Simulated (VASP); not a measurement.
# Na (P6_3/mmc) in VASP: notebook

Runs on Na. Level: PBEsol. Tasks: single point, relaxation of cell and atoms.

Everything below comes from runs of VASP 6.6.1. Logs are shortened: lines on timing, memory, paths and dates and some standing lists are left out, and cuts for length are marked.

## (1) The cell of the first run

The structure is hexagonal, space group P6_3/mmc (No. 194). Conventional cell: a = 3.714 Å, b = 3.714 Å, c = 6.074 Å, α = 90.00°, β = 90.00°, γ = 120.00°. Within 4.9 Å of Na (site symmetry -6m2) lie 12 Na at 3.71 to 3.72 Å.

## (2) Single point, PBEsol

Contents of INCAR:

```
ALGO = Normal
EDIFF = 1E-6
ENCUT = 520
GGA = PS
ISIF = 2
ISMEAR = 0
LASPH = True
LCHARG = True
LELF = True
LREAL = False
LVHAR = True
LWAVE = False
NBANDS = 14
NELM = 100
PREC = Accurate
SIGMA = 0.1
```

Contents of KPOINTS:

```
k-points
0
Gamma
  15 15 8
```

Contents of POSCAR:

```
Na
1.0
    3.7137841621      0.0000000000      0.0000000000
   -1.8568920810      3.2162314286      0.0000000000
    0.0000000000      0.0000000000      6.0740402592
Na
2
Direct
    0.3333333333      0.6666666667      0.2500000000
    0.6666666667      0.3333333333      0.7500000000
```

Potentials or basis: VASP PAW PBE potentials, release 64 (Na_pv).

Started as:

```bash
$ cat potpaw_PBE.64/Na_pv/POTCAR > POTCAR
$ mpirun -np 1 vasp_std > vasp.out
```

OUTCAR:

```text
EDIFF = 1E-6
   ENCUT = 520
   GGA = PS
   ISIF = 2
   ISMEAR = 0
   LASPH = True
   LREAL = False
   NELM = 100
   PREC = Accurate

 ion  position               nearest neighbor table
   1  0.333  0.667  0.250-
   2  0.667  0.333  0.750-

  LATTYP: Found a hexagonal cell.
 ALAT       =     3.7137841621
 C/A-ratio  =     1.6355393836

  Lattice vectors:

 A1 = (   3.7137841621,   0.0000000000,   0.0000000000)
 A2 = (  -1.8568920810,   3.2162314286,   0.0000000000)
 A3 = (   0.0000000000,   0.0000000000,   6.0740402592)

Analysis of symmetry for initial positions (statically):
=====================================================================
 Subroutine PRICEL returns:
 Original cell was already a primitive cell.

 Routine SETGRP: Setting up the symmetry group for a
 hexagonal supercell.

 Subroutine GETGRP returns: Found 24 space group operations
 (whereof 12 operations were pure point group operations)
 out of a pool of 24 trial point group operations.

The static configuration has the point symmetry D_3d.
 The point group associated with its full space group is D_6h.

Analysis of symmetry for dynamics (positions and initial velocities):
=====================================================================
 Subroutine PRICEL returns:
 Original cell was already a primitive cell.

 Routine SETGRP: Setting up the symmetry group for a
 hexagonal supercell.

 Subroutine GETGRP returns: Found 24 space group operations
 (whereof 12 operations were pure point group operations)
 out of a pool of 24 trial point group operations.

The dynamic configuration has the point symmetry D_3d.
 The point group associated with its full space group is D_6h.

 Subroutine INISYM returns: Found 24 space group operations
 (whereof 12 operations are pure point group operations),
 and found     1 'primitive' translations

----------------------------------------------------------------------------------------

                                     Primitive cell

  volume of cell :      72.5507

  direct lattice vectors                    reciprocal lattice vectors
     3.713784162  0.000000000  0.000000000     0.269267129  0.155461450  0.000000000
    -1.856892081  3.216231429  0.000000000     0.000000000  0.310922899  0.000000000
     0.000000000  0.000000000  6.074040259     0.000000000  0.000000000  0.164635063

  length of vectors
     3.713784162  3.713784162  6.074040259     0.310922899  0.310922899  0.164635063

  position of ions in fractional coordinates (direct lattice)
     0.333333333  0.666666667  0.250000000
     0.666666667  0.333333333  0.750000000

  ion indices of the primitive-cell ions
   primitive index   ion index
                 1           1
                 2           2

----------------------------------------------------------------------------------------

 KPOINTS: k-points

Automatic generation of k-mesh.
 Grid dimensions read from file:
 generate k-points for:   15   15    8

 Generating k-lattice:

  Cartesian coordinates                     Fractional coordinates (reciprocal lattice)
     0.017951142  0.010364097  0.000000000     0.066666667  0.000000000  0.000000000
     0.000000000  0.020728193  0.000000000     0.000000000  0.066666667  0.000000000
     0.000000000  0.000000000  0.020579383     0.000000000  0.000000000  0.125000000

  Length of vectors
     0.020728193  0.020728193  0.020579383

  Shift w.r.t. Gamma in fractional coordinates (k-lattice)
     0.000000000  0.000000000  0.000000000

 Subroutine IBZKPT returns following result:
 ===========================================

 Found    135 irreducible k-points:

 Following reciprocal coordinates:
            Coordinates               Weight
  0.000000  0.000000  0.000000      1.000000
  0.066667  0.000000  0.000000      6.000000
  0.133333 -0.000000  0.000000      6.000000
  0.200000 -0.000000  0.000000      6.000000
  0.266667 -0.000000  0.000000      6.000000
  0.333333 -0.000000  0.000000      6.000000
[... 16 lines left out ...]
  0.333333  0.200000  0.000000     12.000000
  0.400000  0.200000  0.000000      6.000000
 [... further k-points ...]
   k-points           NKPTS =    135   k-points in BZ     NKDIM =    135   number of bands    NBANDS=     14
   number of dos      NEDOS =    301   number of ions     NIONS =      2
   total plane-waves  NPLWV =  37632
   dimension x,y,z NGX =    28 NGY =   28 NGZ =   48
   dimension x,y,z NGXF=    56 NGYF=   56 NGZF=   96
   ions per type =               2
   NGX,Y,Z   is equivalent  to a cutoff of  12.53, 12.53, 13.14 a.u.
   NGXF,Y,Z  is equivalent  to a cutoff of  25.07, 25.07, 26.28 a.u.
 SYSTEM =  unknown system
   PREC   = accura    normal or accurate (medium, high low for compatibility)
   ISTART =      0    job   : 0-new  1-cont  2-samecut
   ICHARG =      2    charge: 1-file 2-atom 10-const
   ISPIN  =      1    spin polarized calculation?
   LNONCOLLINEAR =      F non collinear calculations
   LSORBIT =      F    spin-orbit coupling
   LASPH  =      T    aspherical Exc in radial PAW
   ENCUT  =  520.0 eV  38.22 Ry    6.18 a.u.   6.91  6.91 11.29*2*pi/ulx,y,z
   NELM   =    100;   NELMIN=  2; NELMDL= -5     # of ELM steps
   EDIFF  = 0.1E-05   stopping-criterion for ELM
   LREAL  =      F    real-space projection
   EDIFFG = 0.1E-04   stopping-criterion for IOM
   NSW    =      0    number of steps for IOM
   IBRION =     -1    ionic relax: 0-MD 1-quasi-New 2-CG
   NFREE  =      0    steps in history (QN), initial steepest desc. (CG)
   ISIF   =      2    stress and relaxation
   ISYM   =      2    0-nonsym 1-usesym 2-fastsym
   POTIM  = 0.5000    time-step for ionic-motion
   TEBEG  =    0.0;   TEEND  =   0.0 temperature during run
   PSTRESS=    0.0 pullay stress
   NELECT =      14.0000    total number of electrons
   NUPDOWN=      -1.0000    fix difference up-down
   EMIN   =  10.00;   EMAX   =-10.00  energy-range for DOS
   EFERMI =   0.00;   METHOD = LEGACY
   ISMEAR =     0;   SIGMA  =   0.10  broadening in eV -4-tet -1-fermi 0-gaus
   EFERMI_NEDOS =   21; number of points for ismear=-14 and -15
   IALGO  =     38    algorithm
   IMIX   =      4    mixing-type and parameters
     AMIX     =   0.40;   BMIX     =  1.00
     AMIX_MAG =   1.60;   BMIX_MAG =  1.00
  volume/ion in A,a.u.               =      36.28       244.80
  Fermi-wavevector in a.u.,A,eV,Ry     =   0.946027  1.787732 12.176772  0.894968
  Thomas-Fermi vector in A             =   2.073985
   LORBIT       =      0    0 simple, 1 ext, 2 COOP (PROOUT), +10 PAW based schemes
   GGA     = PS    functional components
   LHFCALC =     F    Hartree Fock is set to
   AEXX    =    0.0000 exact exchange contribution
   IVDW    =     0    specifies the selected vdW correction
   LEPSILON=     F    determine dielectric tensor
   LRPA    =     F    only Hartree local field effects (RPA)
 non-spin polarized calculation
 Gauss-broadening in eV      SIGMA  =   0.10
  energy-cutoff  :      520.00
  volume of cell :       72.55
 maximum number of plane-waves:      1972
 NGX is ok and might be reduce to    28
   NGX = 13   NGY = 13   NGZ = 23

 number of electron      13.9999990 magnetization

 Free energy of the ion-electron system (eV)
  ---------------------------------------------------
  ext. energy  EPLUGINS =         0.00000000
  ---------------------------------------------------
  free energy    TOTEN  =        -2.80005081 eV

  energy without entropy =       -2.79417071  energy(sigma->0) =       -2.79711076

 E-fermi :   0.3842     XC(G=0):  -6.5583

 val. band max:        0.3836931730   @ k =   0.2000   0.2000   0.3750
 cond. band min:       0.3901369821   @ k =   0.4000   0.0000   0.5000
 fundamental gap:      0.0064438091
 Fermi energy:         0.3841676326

 k-point     1 :       0.0000    0.0000    0.0000
  band No.  band energies     occupation
      1     -24.4349      2.00000
      2     -24.4022      2.00000
      3     -24.4022      2.00000
      4     -24.3969      2.00000
      5     -24.3969      2.00000
      6     -24.3966      2.00000
      7      -2.9577      2.00000
      8       0.9068      0.00000
      9       1.3482      0.00000
     10      10.4794      0.00000
     11      10.4794      0.00000
     12      10.8757      0.00000
     13      10.8757      0.00000
     14      10.9625      0.00000

 k-point     2 :       0.0667    0.0000    0.0000
  band No.  band energies     occupation
      1     -24.4343      2.00000
      2     -24.4034      2.00000
      3     -24.4026      2.00000
      4     -24.3982      2.00000
      5     -24.3971      2.00000
      6     -24.3968      2.00000
      7      -2.8908      2.00000
      8       0.9660      0.00000
      9       1.4131      0.00000
     10       9.1809      0.00000
     11       9.9016      0.00000
     12      10.3639      0.00000
     13      11.5257      0.00000
     14      11.6677      0.00000

 k-point     3 :       0.1333   -0.0000    0.0000
  band No.  band energies     occupation
      1     -24.4327      2.00000
      2     -24.4070      2.00000
      3     -24.4037      2.00000
      4     -24.4019      2.00000
      5     -24.3977      2.00000
      6     -24.3975      2.00000
      7      -2.6907      2.00000
      8       1.1435      0.00000
      9       1.6063      0.00000
     10       7.6395      0.00000
     11       9.2618      0.00000
     12       9.5576      0.00000
     13      11.0617      0.00000
     14      11.7110      0.00000
[... 324 lines left out ...]
 k-point    23 :       0.3333    0.2000    0.0000
  band No.  band energies     occupation
      1     -24.4276      2.00000
      2     -24.4228      2.00000
      3     -24.4166      2.00000
      4     -24.4152      2.00000
      5     -24.4083      2.00000
      6     -24.4065      2.00000
      7       0.2178      1.98136
      8       2.0552      0.00000
      9       3.6756      0.00000
     10       3.8301      0.00000
     11       4.8554      0.00000
     12       5.6385      0.00000
     13       6.8299      0.00000
     14       7.4580      0.00000

 k-point    24 :       0.4000    0.2000    0.0000
  band No.  band energies     occupation
      1     -24.4285      2.00000
      2     -24.4227      2.00000
      3     -24.4164      2.00000
      4     -24.4152      2.00000
      5     -24.4088      2.00000
      6     -24.4076      2.00000
      7       1.0136      0.00000
      8       1.1683      0.00000
      9       3.6911      0.00000
     10       4.6661      0.00000
     11       4.6798      0.00000
     12       5.1482      0.00000
     13       6.3490      0.00000
     14       7.3966      0.00000

 [... further k-points ...]
[... 5 lines left out ...]
  --------------------------------------------------------------------------------------
  -------------------------------------------------------------------------------------
  Total        0.0258334      0.0258334      0.0078299      0.0000000      0.0000000      0.0000000
  in kB        0.5704930      0.5704930      0.1729127      0.0000000      0.0000000      0.0000000
  external PRESSURE =       0.4379662 kB  Pullay stress =       0.0000000 kB

 VOLUME and BASIS-vectors are now :
 -----------------------------------------------------------------------------
  energy-cutoff  :      520.00
  volume of cell :       72.55
      direct lattice vectors                 reciprocal lattice vectors
     3.713784162  0.000000000  0.000000000     0.269267129  0.155461450  0.000000000
    -1.856892081  3.216231429  0.000000000     0.000000000  0.310922899  0.000000000
     0.000000000  0.000000000  6.074040259     0.000000000  0.000000000  0.164635063

 POSITION                                       TOTAL-FORCE (eV/Angst)
 -----------------------------------------------------------------------------------
     -0.00000      2.14415      1.51851         0.000000      0.000000      0.000000
      1.85689      1.07208      4.55553        -0.000000      0.000000      0.000000
 -----------------------------------------------------------------------------------
    total drift:                               -0.000000      0.000000     -0.000000

  FREE ENERGIE OF THE ION-ELECTRON SYSTEM (eV)
  ---------------------------------------------------
  free  energy   TOTEN  =        -2.8000508086 eV

  energy  without entropy=       -2.7941707085  energy(sigma->0) =       -2.79711076
```

It took 36 s on 1 thread of Intel Xeon Platinum 8488C (Sapphire Rapids), shared host; peak memory 0.24 GiB.

What came out:

| Quantity | Value |
| --- | --- |
| Free energy | -2.8001 eV |
| Pressure | 0.0 GPa |
| Band gap on the k mesh | zero (band 7 reaches 2.46 eV, above the bottom of band 8 at -1.91 eV) |

Caveat: the PAW data sets were made with another functional, which shifts forces and pressure a little.

## (3) Relaxation of cell and atoms, PBEsol

This run uses another cell than the first one, of 36.94 Å³/atom, 1.018 times its volume.

Contents of INCAR:

```
ALGO = Normal
EDIFF = 1E-6
EDIFFG = -0.005
ENCUT = 600
GGA = PS
IBRION = 2
ISIF = 3
ISMEAR = 0
LASPH = True
LCHARG = False
LREAL = False
LWAVE = False
NELM = 100
NSW = 100
PREC = Accurate
SIGMA = 0.1
```

KPOINTS is that of step 2.

Contents of POSCAR:

```
Na
1.0
    3.6887707041      0.0000000000      0.0000000000
   -1.8443853520      3.1945691385      0.0000000000
    0.0000000000      0.0000000000      6.2691940000
Na
2
Direct
    0.3333333300      0.6666666700      0.2500000000
    0.6666666700      0.3333333300      0.7500000000
```

Potentials or basis: VASP PAW PBE potentials, release 64 (Na_pv).

Started as:

```bash
$ cat potpaw_PBE.64/Na_pv/POTCAR > POTCAR
$ mpirun -np 1 vasp_std > vasp.out
```

Run time: 5.4 min. Hardware: 1 thread of Intel Xeon Platinum 8488C (Sapphire Rapids), shared host; peak memory 0.27 GiB.

It converged, with:

```
Free energy                            : -2.8004 eV
Relaxed volume                         : 36.25 Å³/atom
Relaxed cell                           : a = 3.717 Å, b = 3.717 Å, c = 6.059 Å, α = 90.00°, β = 90.00°, γ = 120.00°
Space group after relaxing (to 0.05 Å) : P6_3/mmc (No. 194)
Energy gained by relaxing              : 1.7 meV/atom
Ionic steps                            : 8
Pressure after relaxing                : 0.0 GPa
Band gap on the k mesh                 : zero (band 7 reaches 2.46 eV, above the bottom of band 8 at -1.91 eV)
```

The path:
```tsv
step	energy change (eV)	largest force (eV/Å)	pressure (GPa)	volume (Å³)
1	0.0000	0.0000	-0.09	73.88
2	-0.0009	0.0000	-0.09	73.64
3	-0.0028	0.0000	-0.02	72.94
4	-0.0028	0.0000	0.15	71.50
5	-0.0034	0.0000	0.03	72.20
6	-0.0034	0.0000	0.04	72.17
7	-0.0034	0.0000	0.03	72.38
8	-0.0035	0.0000	0.02	72.50
```

Final structure:
```
CELL_PARAMETERS angstrom
3.71727 0.00000 0.00000
-1.85863 3.21925 0.00000
0.00000 0.00000 6.05874
ATOMIC_POSITIONS crystal
Na 0.33333 0.66667 0.25000
Na 0.66667 0.33333 0.75000
```

Levels at points of the mesh, in eV from the Fermi level:
| k point | band 5 | band 6 | band 7 | band 8 | band 9 | band 10 |
| --- | --- | --- | --- | --- | --- | --- |
| (0.00, 0.00, 0.00) | -24.78 | -24.78 | -3.34 | 0.54 | 0.99 | 10.07 |
| (0.00, 0.00, 0.50) | -24.78 | -24.78 | -2.29 | -2.29 | 5.60 | 5.60 |

Caveat: the PAW data sets were made with another functional, which shifts forces and pressure a little.

(Continued in part 2 of 2.)
